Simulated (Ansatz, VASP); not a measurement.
# One calculation of SnO2, two programs

```
CELL_PARAMETERS angstrom
-4.76844 4.76844 0.00000
-4.76844 -4.76844 0.00000
4.76844 0.00000 6.42479
ATOMIC_POSITIONS crystal
Sn 0.62335 0.12554 0.24882
Sn 0.87334 0.37573 0.74883
Sn 0.12354 0.62549 0.24884
Sn 0.37348 0.87570 0.74882
Sn 0.49837 0.50061 0.99885
Sn 0.74865 0.75066 0.49887
Sn 0.99831 0.00058 0.99881
Sn 0.24844 0.25062 0.49882
O 0.92964 0.12605 0.24877
O 0.17971 0.37595 0.74884
O 0.42982 0.62604 0.24894
O 0.67971 0.87584 0.74871
O 0.31709 0.12522 0.24878
O 0.56713 0.37520 0.74884
O 0.81715 0.62512 0.24875
O 0.06724 0.87517 0.74887
O 0.49819 0.19432 0.99883
O 0.74792 0.44430 0.49880
O 0.99818 0.69435 0.99887
O 0.24796 0.94430 0.49877
O 0.49888 0.80688 0.99877
O 0.74875 0.05692 0.49887
O 0.99886 0.30687 0.99880
O 0.24880 0.55689 0.49886
```

Alike in both runs: functional PBEsol; k mesh 3 × 3 × 3; occupations gaussian, width 0.02 eV; no spin polarisation.

Ansatz relaxed the structure, and its values are those at the end. VASP's run is a single point on that final structure, the one shown.

|  | VASP | Ansatz |
| --- | --- | --- |
| version | VASP 6.6.1 | Ansatz 0.2.0 |
| potentials or method | VASP PAW PBE potentials, release 64 (Sn_d, O), cutoff 520 eV | scalar-relativistic, plane waves, PAW |
| valence electrons in the cell | 208 | 208 |

|  | VASP | Ansatz | Ansatz less VASP |
| --- | --- | --- | --- |
| gap on the k mesh at the Fermi level (eV) | 0.91 | 0.92 | +0.005 |
| least direct gap on the mesh (eV) | 0.91 | 0.92 | +0.005 |
| rms of the force components (eV/Å) | 0.009 | 0.003 | -0.0054 |

VASP's potentials were made for PBE, not for PBEsol.
